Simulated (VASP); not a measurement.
# MgH2 (P4/mmm) in VASP: further runs

The runs below take MgH2 through relaxation of cell and atoms, single point, with PBE.

Everything below comes from runs of VASP 6.6.1. Logs are shortened: lines on timing, memory, paths and dates and some standing lists are left out, and cuts for length are marked.

### Step 1. The cell of the first run

The structure is tetragonal, space group P4/mmm (No. 123). The conventional cell has a = 3.234 Å, b = 3.234 Å, c = 2.714 Å, α = 90.00°, β = 90.00°, γ = 90.00°. Within 2.8 Å of Mg (site symmetry 4/mmm) lie 8 H at 2.11 Å and 2 Mg at 2.71 Å. H (site symmetry mmm) has 4 Mg at 2.11 Å and 6 H at 2.29 to 2.71 Å within 2.8 Å.

### Step 2. Relaxation of cell and atoms, PBE

File INCAR:

```
SYSTEM = MgH2
PREC = Accurate
ENCUT = 600
EDIFF = 1E-6
ISMEAR = 0
SIGMA = 0.1
LREAL = .FALSE.
LASPH = .TRUE.
NELM = 60
ALGO = Normal
ISIF = 3
LWAVE = .FALSE.
LCHARG = .FALSE.
GGA = PE
IBRION = 2
NSW = 90
EDIFFG = -0.04
```

File KPOINTS:

```
regular mesh
0
G
  6 6 6
  0 0 0
```

File POSCAR:

```
MgH2
1.0
    3.2344880594      0.0000000000      0.0000000000
    0.0000000000      3.2344880594      0.0000000000
    0.0000000000      0.0000000000      2.7138639189
Mg H
1 2
Direct
    0.5000000000      0.5000000000      0.0000000000
    0.0000000000      0.5000000000      0.5000000000
    0.5000000000      0.0000000000      0.5000000000
```

Potentials or basis: VASP PAW PBE potentials, release 64 (Mg, H).

Run with:

```console
$ cat potpaw_PBE.64/Mg/POTCAR potpaw_PBE.64/H/POTCAR > POTCAR
$ mpirun -np 1 vasp_std > vasp.out
```

OUTCAR:

```text
SYSTEM = MgH2
   PREC = Accurate
   ENCUT = 600
   EDIFF = 1E-6
   ISMEAR = 0
   LREAL = .FALSE.
   LASPH = .TRUE.
   NELM = 60
   ISIF = 3
   GGA = PE
   IBRION = 2
   NSW = 90
   EDIFFG = -0.04

 ion  position               nearest neighbor table
   1  0.500  0.500  0.000-   2 2.11   3 2.11   2 2.11   3 2.11   3 2.11   3 2.11   2 2.11   2 2.11

   2  0.000  0.500  0.500-   1 2.11   1 2.11   1 2.11   1 2.11
   3  0.500  0.000  0.500-   1 2.11   1 2.11   1 2.11   1 2.11

  LATTYP: Found a simple tetragonal cell.
 ALAT       =     3.2344880594
 C/A-ratio  =     0.8390397086

  Lattice vectors:

 A1 = (   3.2344880594,   0.0000000000,   0.0000000000)
 A2 = (   0.0000000000,   3.2344880594,   0.0000000000)
 A3 = (   0.0000000000,   0.0000000000,   2.7138639189)

Analysis of symmetry for initial positions (statically):
=====================================================================
 Subroutine PRICEL returns:
 Original cell was already a primitive cell.

 Routine SETGRP: Setting up the symmetry group for a
 simple tetragonal supercell.

 Subroutine GETGRP returns: Found 16 space group operations
 (whereof 16 operations were pure point group operations)
 out of a pool of 16 trial point group operations.

The static configuration has the point symmetry D_4h.

Analysis of symmetry for dynamics (positions and initial velocities):
=====================================================================
 Subroutine PRICEL returns:
 Original cell was already a primitive cell.

 Routine SETGRP: Setting up the symmetry group for a
 simple tetragonal supercell.

 Subroutine GETGRP returns: Found 16 space group operations
 (whereof 16 operations were pure point group operations)
 out of a pool of 16 trial point group operations.

The dynamic configuration has the point symmetry D_4h.

 Subroutine INISYM returns: Found 16 space group operations
 (whereof 16 operations are pure point group operations),
 and found     1 'primitive' translations

----------------------------------------------------------------------------------------

                                     Primitive cell

  volume of cell :      28.3922

  direct lattice vectors                    reciprocal lattice vectors
     3.234488059  0.000000000  0.000000000     0.309167937  0.000000000  0.000000000
     0.000000000  3.234488059  0.000000000     0.000000000  0.309167937  0.000000000
     0.000000000  0.000000000  2.713863919     0.000000000  0.000000000  0.368478314

  length of vectors
     3.234488059  3.234488059  2.713863919     0.309167937  0.309167937  0.368478314

  position of ions in fractional coordinates (direct lattice)
     0.500000000  0.500000000  0.000000000
     0.000000000  0.500000000  0.500000000
     0.500000000  0.000000000  0.500000000

  ion indices of the primitive-cell ions
   primitive index   ion index
                 1           1
                 2           2
                 3           3

----------------------------------------------------------------------------------------

 KPOINTS: regular mesh

Automatic generation of k-mesh.
 Grid dimensions read from file:
 generate k-points for:    6    6    6

 Generating k-lattice:

  Cartesian coordinates                     Fractional coordinates (reciprocal lattice)
     0.051527989  0.000000000  0.000000000     0.166666667  0.000000000  0.000000000
     0.000000000  0.051527989  0.000000000     0.000000000  0.166666667  0.000000000
     0.000000000  0.000000000  0.061413052     0.000000000  0.000000000  0.166666667

  Length of vectors
     0.051527989  0.051527989  0.061413052

  Shift w.r.t. Gamma in fractional coordinates (k-lattice)
     0.000000000  0.000000000  0.000000000

 Subroutine IBZKPT returns following result:
 ===========================================

 Found     40 irreducible k-points:

 Following reciprocal coordinates:
            Coordinates               Weight
  0.000000  0.000000  0.000000      1.000000
  0.166667  0.000000  0.000000      4.000000
  0.333333  0.000000  0.000000      4.000000
  0.500000  0.000000  0.000000      2.000000
  0.166667  0.166667  0.000000      4.000000
  0.333333  0.166667  0.000000      8.000000
[... 16 lines left out ...]
  0.333333  0.000000  0.333333      8.000000
  0.500000  0.000000  0.333333      4.000000
 [... further k-points ...]
   k-points           NKPTS =     40   k-points in BZ     NKDIM =     40   number of bands    NBANDS=      6
   number of dos      NEDOS =    301   number of ions     NIONS =      3
   total plane-waves  NPLWV =  18816
   dimension x,y,z NGX =    28 NGY =   28 NGZ =   24
   dimension x,y,z NGXF=    56 NGYF=   56 NGZF=   48
   ions per type =               1   2
   NGX,Y,Z   is equivalent  to a cutoff of  14.39, 14.39, 14.70 a.u.
   NGXF,Y,Z  is equivalent  to a cutoff of  28.78, 28.78, 29.40 a.u.
 SYSTEM =  MgH2
   PREC   = accura    normal or accurate (medium, high low for compatibility)
   ISTART =      0    job   : 0-new  1-cont  2-samecut
   ICHARG =      2    charge: 1-file 2-atom 10-const
   ISPIN  =      1    spin polarized calculation?
   LNONCOLLINEAR =      F non collinear calculations
   LSORBIT =      F    spin-orbit coupling
   LASPH  =      T    aspherical Exc in radial PAW
   ENCUT  =  600.0 eV  44.10 Ry    6.64 a.u.   6.46  6.46  5.42*2*pi/ulx,y,z
   NELM   =     60;   NELMIN=  2; NELMDL= -5     # of ELM steps
   EDIFF  = 0.1E-05   stopping-criterion for ELM
   LREAL  =      F    real-space projection
   EDIFFG = -.4E-01   stopping-criterion for IOM
   NSW    =     90    number of steps for IOM
   IBRION =      2    ionic relax: 0-MD 1-quasi-New 2-CG
   NFREE  =      1    steps in history (QN), initial steepest desc. (CG)
   ISIF   =      3    stress and relaxation
   ISYM   =      2    0-nonsym 1-usesym 2-fastsym
   POTIM  = 0.5000    time-step for ionic-motion
   TEBEG  =    0.0;   TEEND  =   0.0 temperature during run
   PSTRESS=    0.0 pullay stress
   NELECT =       4.0000    total number of electrons
   NUPDOWN=      -1.0000    fix difference up-down
   EMIN   =  10.00;   EMAX   =-10.00  energy-range for DOS
   EFERMI =   0.00;   METHOD = LEGACY
   ISMEAR =     0;   SIGMA  =   0.10  broadening in eV -4-tet -1-fermi 0-gaus
   EFERMI_NEDOS =   21; number of points for ismear=-14 and -15
   IALGO  =     38    algorithm
   IMIX   =      4    mixing-type and parameters
     AMIX     =   0.40;   BMIX     =  1.00
     AMIX_MAG =   1.60;   BMIX_MAG =  1.00
  volume/ion in A,a.u.               =       9.46        63.87
  Fermi-wavevector in a.u.,A,eV,Ry     =   0.851847  1.609758  9.872984  0.725644
  Thomas-Fermi vector in A             =   1.968044
   LORBIT       =      0    0 simple, 1 ext, 2 COOP (PROOUT), +10 PAW based schemes
   GGA     = PE    functional components
   LHFCALC =     F    Hartree Fock is set to
   AEXX    =    0.0000 exact exchange contribution
   IVDW    =     0    specifies the selected vdW correction
   LEPSILON=     F    determine dielectric tensor
   LRPA    =     F    only Hartree local field effects (RPA)
 conjugate gradient relaxation of ions
 non-spin polarized calculation
 Gauss-broadening in eV      SIGMA  =   0.10
  energy-cutoff  :      600.00
  volume of cell :       28.39
 maximum number of plane-waves:       967
 NGX is ok and might be reduce to    28
   NGX = 13   NGY = 13   NGZ = 11

--------------------------------------- Ionic step        1  -------------------------------------------

 number of electron       4.0000000 magnetization

 Free energy of the ion-electron system (eV)
  ---------------------------------------------------
  ext. energy  EPLUGINS =         0.00000000
  ---------------------------------------------------
  free energy    TOTEN  =        -7.95108482 eV

  energy without entropy =       -7.95011298  energy(sigma->0) =       -7.95059890

------------------------ aborting loop because EDIFF is reached ----------------------------------------

  FORCE on cell =-STRESS in cart. coord.  units (eV):
  Direction    XX          YY          ZZ          XY          YZ          ZX
  --------------------------------------------------------------------------------------
  -------------------------------------------------------------------------------------
  Total        0.3394436      0.3394436     -0.6897724      0.0000000      0.0000000     -0.0000000
  in kB       19.1548634     19.1548634    -38.9239777      0.0000000      0.0000000     -0.0000000
  external PRESSURE =      -0.2047503 kB  Pullay stress =       0.0000000 kB

 VOLUME and BASIS-vectors are now :
 -----------------------------------------------------------------------------
  energy-cutoff  :      600.00
  volume of cell :       28.39
      direct lattice vectors                 reciprocal lattice vectors
     3.234488059  0.000000000  0.000000000     0.309167937  0.000000000  0.000000000
     0.000000000  3.234488059  0.000000000     0.000000000  0.309167937  0.000000000
     0.000000000  0.000000000  2.713863919     0.000000000  0.000000000  0.368478314
[... 38 lines left out ...]
 POSITION                                       TOTAL-FORCE (eV/Angst)
 -----------------------------------------------------------------------------------
      1.62607      1.62607     -0.00000         0.000000     -0.000000      0.000000
      0.00000      1.62607      1.34188         0.000000      0.000000      0.000000
      1.62607      0.00000      1.34188         0.000000     -0.000000      0.000000
 -----------------------------------------------------------------------------------
    total drift:                                0.000000     -0.000000      0.000000

  FREE ENERGIE OF THE ION-ELECTRON SYSTEM (eV)
  ---------------------------------------------------
  free  energy   TOTEN  =        -7.9582706741 eV

  energy  without entropy=       -7.9572937121  energy(sigma->0) =       -7.95778219

--------------------------------------- Ionic step        3  -------------------------------------------

 number of electron       4.0000000 magnetization

 Free energy of the ion-electron system (eV)
  ---------------------------------------------------
  ext. energy  EPLUGINS =         0.00000000
  ---------------------------------------------------
  free energy    TOTEN  =        -7.95878991 eV

  energy without entropy =       -7.95784970  energy(sigma->0) =       -7.95831981

 E-fermi :   2.1832     XC(G=0):  -8.7584

 val. band max:        1.9298487400   @ k =   0.1667   0.0000   0.3333
 cond. band min:       2.2249809384   @ k =   0.5000   0.5000   0.1667
 fundamental gap:      0.2951321984
 Fermi energy:         2.1831517051

 k-point     1 :       0.0000    0.0000    0.0000
  band No.  band energies     occupation
      1      -7.0789      2.00000
      2       1.3333      2.00000
      3       8.3859      0.00000
      4       8.3859      0.00000
      5      10.2627      0.00000
      6      13.6847      0.00000

 k-point     2 :       0.1667    0.0000    0.0000
  band No.  band energies     occupation
      1      -6.7185      2.00000
      2       0.3886      2.00000
      3       7.6108      0.00000
      4       8.7234      0.00000
      5      12.1622      0.00000
      6      14.1207      0.00000
[... 181 lines left out ...]
 k-point    23 :       0.3333    0.0000    0.3333
  band No.  band energies     occupation
      1      -3.8094      2.00000
      2      -0.0744      2.00000
      3       4.7423      0.00000
      4       8.6239      0.00000
      5      10.1815      0.00000
      6      11.5272      0.00000

 k-point    24 :       0.5000    0.0000    0.3333
  band No.  band energies     occupation
      1      -2.4573      2.00000
      2      -1.8661      2.00000
      3       6.3864      0.00000
      4       6.5688      0.00000
      5      10.4432      0.00000
      6      12.4649      0.00000

 [... further k-points ...]

------------------------ aborting loop because EDIFF is reached ----------------------------------------

  FORCE on cell =-STRESS in cart. coord.  units (eV):
  Direction    XX          YY          ZZ          XY          YZ          ZX
  --------------------------------------------------------------------------------------
  -------------------------------------------------------------------------------------
  Total        0.0590041      0.0590041      0.0529412      0.0000000      0.0000000      0.0000000
  in kB        3.3309457      3.3309457      2.9886811      0.0000000      0.0000000      0.0000000
  external PRESSURE =       3.2168575 kB  Pullay stress =       0.0000000 kB

 VOLUME and BASIS-vectors are now :
 -----------------------------------------------------------------------------
  energy-cutoff  :      600.00
  volume of cell :       28.38
      direct lattice vectors                 reciprocal lattice vectors
     3.258208880  0.000000000 -0.000000000     0.306917094  0.000000000  0.000000000
     0.000000000  3.258208880  0.000000000    -0.000000000  0.306917094 -0.000000000
     0.000000000  0.000000000  2.673420266     0.000000000  0.000000000  0.374052674

 POSITION                                       TOTAL-FORCE (eV/Angst)
 -----------------------------------------------------------------------------------
      1.62910      1.62910     -0.00000         0.000000      0.000000      0.000000
      0.00000      1.62910      1.33671         0.000000      0.000000      0.000000
      1.62910      0.00000      1.33671         0.000000     -0.000000      0.000000
 -----------------------------------------------------------------------------------
    total drift:                                0.000000     -0.000000      0.000000

  FREE ENERGIE OF THE ION-ELECTRON SYSTEM (eV)
  ---------------------------------------------------
  free  energy   TOTEN  =        -7.9587899102 eV

  energy  without entropy=       -7.9578497016  energy(sigma->0) =       -7.95831981

 reached required accuracy - stopping structural energy minimisation
```

Run time: 6.5 s. Hardware: 1 thread of AMD EPYC 9R45 (Zen 5), shared host; peak memory 0.12 GiB.

Results:

| Quantity | Value |
| --- | --- |
| Free energy | -7.9588 eV |
| Relaxed volume | 9.46 Å³/atom |
| Relaxed cell | a = 3.258 Å, b = 3.258 Å, c = 2.673 Å, α = 90.00°, β = 90.00°, γ = 90.00° |
| Space group after relaxing (to 0.05 Å) | P4/mmm (No. 123) |
| Energy gained by relaxing | 2.6 meV/atom |
| Ionic steps | 3 |
| Pressure after relaxing | 0.3 GPa |
| Band gap on the k mesh | zero (band 2 reaches 2.83 eV, above the bottom of band 3 at 1.69 eV) |

Step by step:
```
step  energy change (eV)  largest force (eV/Å)  pressure (GPa)  volume (Å³)
   1              0.0000                0.0000           -0.02        28.39
   2             -0.0072                0.0000            0.22        28.38
   3             -0.0077                0.0000            0.32        28.38
```

Final structure:
```
Mg H
1.0
     3.25821    0.00000    0.00000
     0.00000    3.25821    0.00000
     0.00000    0.00000    2.67342
Mg H
1 2
Direct
  0.50000 0.50000 0.00000
  0.00000 0.50000 0.50000
  0.50000 0.00000 0.50000
```

Levels at points of the mesh, in eV from the Fermi level:
| k point | band 1 | band 2 | band 3 | band 4 | band 5 | band 6 |
| --- | --- | --- | --- | --- | --- | --- |
| (0.00, 0.00, 0.00) | -9.26 | -0.85 | 6.20 | 6.20 | 8.08 | 11.50 |
| (0.50, 0.00, 0.00) | -6.46 | -5.75 | 6.67 | 8.37 | 8.68 | 10.14 |
| (0.50, 0.50, 0.00) | -4.57 | -4.57 | -0.49 | 1.87 | 14.75 | 14.75 |
| (0.00, 0.00, 0.50) | -6.15 | -1.10 | 1.40 | 9.35 | 9.60 | 9.60 |
| (0.50, 0.00, 0.50) | -3.60 | -3.04 | 2.23 | 2.32 | 9.01 | 11.44 |
| (0.50, 0.50, 0.50) | -2.23 | -2.23 | 2.54 | 4.37 | 4.37 | 7.06 |

Caveat: the k points lie up to 0.39 Å⁻¹ apart in the final cell.

### Step 3. Single point, PBE

This run uses another cell than the first one, of 9.59 Å³/atom, 1.013 times its volume.

File INCAR:

```
SYSTEM = MgH2
ALGO = Normal ; EDIFF = 1E-6
ENCUT = 520 ; GGA = PE
ISIF = 2 ; ISMEAR = 0
LASPH = .TRUE. ; LCHARG = .TRUE.
LELF = .TRUE. ; LREAL = .FALSE.
LVHAR = .TRUE. ; LWAVE = .FALSE.
NBANDS = 9 ; NELM = 80
PREC = Accurate ; SIGMA = 0.1
```

File KPOINTS:

```
k-points
0
G
  14 14 18
  0 0 0
```

File POSCAR:

```
MgH2
1.0
    3.2777682942      0.0000000000      0.0000000000
    0.0000000000      3.2777682942      0.0000000000
    0.0000000000      0.0000000000      2.6765349196
Mg H
1 2
Direct
    0.5000000000      0.5000000000      0.0000000000
    0.0000000000      0.5000000000      0.5000000000
    0.5000000000      0.0000000000      0.5000000000
```

Potentials or basis: VASP PAW PBE potentials, release 64 (Mg, H).

Run with:

```console
$ cat potpaw_PBE.64/Mg/POTCAR potpaw_PBE.64/H/POTCAR > POTCAR
$ mpirun -np 1 vasp_std > vasp.out
```

Wall time 23 s (1 thread of AMD EPYC 9R45 (Zen 5), shared host); peak memory 0.18 GiB.

The run converged. Its results:

```
Free energy            : -7.9424 eV
Pressure               : -0.3 GPa
Band gap on the k mesh : zero (band 2 reaches 2.74 eV, above the bottom of band 3 at 1.57 eV)
```

Levels at points of the mesh, in eV from the Fermi level:
```
           k point  band 1  band 2  band 3  band 4  band 5
(0.00, 0.00, 0.00)   -9.20   -0.90    6.08    6.08    8.02
(0.50, 0.00, 0.00)   -6.44   -5.73    6.51    8.29    8.51
(0.50, 0.50, 0.00)   -4.57   -4.57   -0.57    1.87   14.66
(0.00, 0.00, 0.50)   -6.09   -1.08    1.35    9.28    9.50
(0.50, 0.00, 0.50)   -3.58   -3.01    2.24    2.28    8.86
(0.50, 0.50, 0.50)   -2.23   -2.23    2.47    4.32    4.32
```
